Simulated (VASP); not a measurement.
# Zn (Im-3m) in VASP: a series of runs, part 2 of 2

VASP 6.6.1.

## 5. Single point, PBE

This run uses another cell than the first one, of 15.36 Å³/atom, 0.994 times its volume.

INCAR

```
PREC     = Accurate       # precision mode
ENCUT    = 520            # plane-wave cutoff, eV
EDIFF    = 1E-6           # SCF threshold, eV
ISMEAR   = -1             # smearing method
SIGMA    = 0.05           # smearing width, eV
LREAL    = F              # projectors in reciprocal space
LASPH    = T              # aspherical terms in the spheres
NELM     = 100            # most SCF steps
ALGO     = Normal         # electronic algorithm
ISIF     = 2              # what is computed and relaxed
LWAVE    = F              # write WAVECAR
LCHARG   = F              # write CHGCAR
GGA      = PE             # functional
NBANDS   = 12             # bands
```

KPOINTS

```
Automatic mesh
0
Gamma
  12 12 12
```

POSCAR

```
Zn
1.0
   -1.5660540716      1.5660540716      1.5660540716
    1.5660540716     -1.5660540716      1.5660540716
    1.5660540716      1.5660540716     -1.5660540716
Zn
1
Direct
    0.0000000000      0.0000000000      0.0000000000
```

Potentials or basis: VASP PAW PBE potentials, release 64 (Zn).

On the command line:

```sh
$ cat potpaw_PBE.64/Zn/POTCAR > POTCAR
$ mpirun -np 1 vasp_std > vasp.out
```

OUTCAR:

```text
PREC = Accurate
   ENCUT = 520
   EDIFF = 1E-6
   ISMEAR = -1
   LREAL = F
   LASPH = T
   NELM = 100
   ISIF = 2
   GGA = PE

 ion  position               nearest neighbor table
   1  0.000  0.000  0.000-

  LATTYP: Found a body centered cubic cell.
 ALAT       =     3.1321081432

  Lattice vectors:

 A1 = (  -1.5660540716,   1.5660540716,   1.5660540716)
 A2 = (   1.5660540716,  -1.5660540716,   1.5660540716)
 A3 = (   1.5660540716,   1.5660540716,  -1.5660540716)

Analysis of symmetry for initial positions (statically):
=====================================================================
 Subroutine PRICEL returns:
 Original cell was already a primitive cell.

 Routine SETGRP: Setting up the symmetry group for a
 body centered cubic supercell.

 Subroutine GETGRP returns: Found 48 space group operations
 (whereof 48 operations were pure point group operations)
 out of a pool of 48 trial point group operations.

The static configuration has the point symmetry O_h .

Analysis of symmetry for dynamics (positions and initial velocities):
=====================================================================
 Subroutine PRICEL returns:
[... 159 lines left out ...]
 Fermi energy:         3.1030784976

 k-point     1 :       0.0000    0.0000    0.0000
  band No.  band energies     occupation
      1      -7.2540      2.00000
      2      -4.6452      2.00000
      3      -4.6452      2.00000
      4      -4.6452      2.00000
      5      -4.1437      2.00000
      6      -4.1437      2.00000
      7      22.1850      0.00000
      8      22.1850      0.00000
      9      22.1850      0.00000
     10      23.8909      0.00000
     11      23.8909      0.00000
     12      23.8909      0.00000
[... 331 lines left out ...]
 k-point    24 :       0.4167    0.0833    0.0833
  band No.  band energies     occupation
      1      -5.1598      2.00000
      2      -4.9427      2.00000
      3      -4.1535      2.00000
      4      -4.1095      2.00000
      5      -4.0431      2.00000
      6       1.1468      2.00000
      7       2.4232      2.00000
      8      11.6779      0.00000
      9      12.3784      0.00000
     10      22.6318      0.00000
     11      23.4400      0.00000
     12      31.3419      0.00000

 [... further k-points ...]
[... 5 lines left out ...]
  --------------------------------------------------------------------------------------
  -------------------------------------------------------------------------------------
  Total        0.0333637      0.0333637      0.0333637     -0.0000000     -0.0000000      0.0000000
  in kB        3.4794004      3.4794004      3.4794004     -0.0000000     -0.0000000      0.0000000
  external PRESSURE =       3.4794004 kB  Pullay stress =       0.0000000 kB

 VOLUME and BASIS-vectors are now :
 -----------------------------------------------------------------------------
  energy-cutoff  :      520.00
  volume of cell :       15.36
      direct lattice vectors                 reciprocal lattice vectors
    -1.566054072  1.566054072  1.566054072     0.000000000  0.319273778  0.319273778
     1.566054072 -1.566054072  1.566054072     0.319273778  0.000000000  0.319273778
     1.566054072  1.566054072 -1.566054072     0.319273778  0.319273778  0.000000000

 POSITION                                       TOTAL-FORCE (eV/Angst)
 -----------------------------------------------------------------------------------
      0.00000      0.00000      0.00000        -0.000000     -0.000000     -0.000000
 -----------------------------------------------------------------------------------
    total drift:                                0.000000     -0.000000      0.000000

  FREE ENERGIE OF THE ION-ELECTRON SYSTEM (eV)
  ---------------------------------------------------
  free  energy   TOTEN  =        -1.0184456784 eV

  energy  without entropy=       -1.0147118746  energy(sigma->0) =       -1.01657878
```

It took 4.4 s on 1 thread of Intel Xeon 6975P-C, shared host; peak memory 0.13 GiB.

Results:

```
Free energy            : -1.0184 eV
Pressure               : 0.3 GPa
Band gap on the k mesh : zero (band 6 reaches 7.32 eV, above the bottom of band 7 at 2.14 eV)
```

## 6. Single point, LDA

INCAR

```
SYSTEM = Zn
PREC = Accurate ; ENCUT = 520
EDIFF = 1E-6 ; ISMEAR = -1
SIGMA = 0.05 ; LREAL = .False.
LASPH = .True. ; NELM = 100
ALGO = Fast ; ISIF = 2
LWAVE = .False. ; LCHARG = .True.
GGA = CA ; LELF = .True.
LVHAR = .True. ; NBANDS = 12
```

KPOINTS

```
regular mesh
0
Gamma
  12 12 12
  0 0 0
```

POSCAR

```
Zn
1.0
   -1.5690370000      1.5690370000      1.5690370000
    1.5690370000     -1.5690370000      1.5690370000
    1.5690370000      1.5690370000     -1.5690370000
Zn
1
Direct
    0.0000000000      0.0000000000      0.0000000000
```

Potentials or basis: VASP PAW LDA potentials, release 64 (Zn).

On the command line:

```sh
$ cat potpaw_LDA.64/Zn/POTCAR > POTCAR
$ mpirun -np 1 vasp_std > vasp.out
```

Run time: 5.7 s. Hardware: 1 thread of Intel Xeon 6975P-C, shared host; peak memory 0.12 GiB.

Results (log left out):

- Free energy: -1.7236 eV
- Pressure: -7.9 GPa
- Band gap on the k mesh: zero (band 6 reaches 6.98 eV, above the bottom of band 7 at 1.80 eV)

Levels at points of the mesh, in eV from the Fermi level:
| k point | band 2 | band 3 | band 4 | band 5 | band 6 | band 7 | band 8 | band 9 | band 10 | band 11 |
| --- | --- | --- | --- | --- | --- | --- | --- | --- | --- | --- |
| (0.00, 0.00, 0.00) | -7.78 | -7.78 | -7.78 | -7.27 | -7.27 | 18.78 | 18.78 | 18.78 | 20.90 | 20.90 |
| (0.50, 0.00, 0.00) | -8.08 | -7.30 | -7.24 | -6.94 | -2.56 | -1.00 | 11.18 | 12.70 | 15.39 | 16.77 |
| (0.50, 0.50, 0.50) | -8.31 | -7.02 | -7.02 | -7.02 | 4.18 | 4.18 | 4.18 | 7.32 | 8.72 | 8.72 |

## 7. The runs side by side

| level | potentials or basis | cell | smearing | gap on the mesh (eV) | pressure (GPa) |
| --- | --- | --- | --- | --- | --- |
| RPBE | VASP PAW PBE potentials, release 64 (Zn) | a = 2.718 Å, angles 109.5°, 1 atom | fermi-dirac 0.05 eV | none | 2.8 |
| revPBE | VASP PAW PBE potentials, release 64 (Zn) | a = 2.718 Å, angles 109.5°, 1 atom | fermi-dirac 0.05 eV | none | 1.9 |
| PBE | VASP PAW PBE potentials, release 64 (Zn) | a = 2.718 Å, angles 109.5°, 1 atom | gaussian 0.011 eV | none | 0.1 |
| PBE | VASP PAW PBE potentials, release 64 (Zn) | a = 2.712 Å, angles 109.5°, 1 atom | fermi-dirac 0.05 eV | none | 0.3 |
| LDA | VASP PAW LDA potentials, release 64 (Zn) | a = 2.718 Å, angles 109.5°, 1 atom | fermi-dirac 0.05 eV | none | -7.9 |

Alike in all rows: task single point; no spin polarisation; k mesh 12 × 12 × 12; cutoff (eV) 520.

Caveats: the PAW data sets were made with another functional, which shifts forces and pressure a little (some runs).

Absolute energies hang on the potentials; compare differences alone.
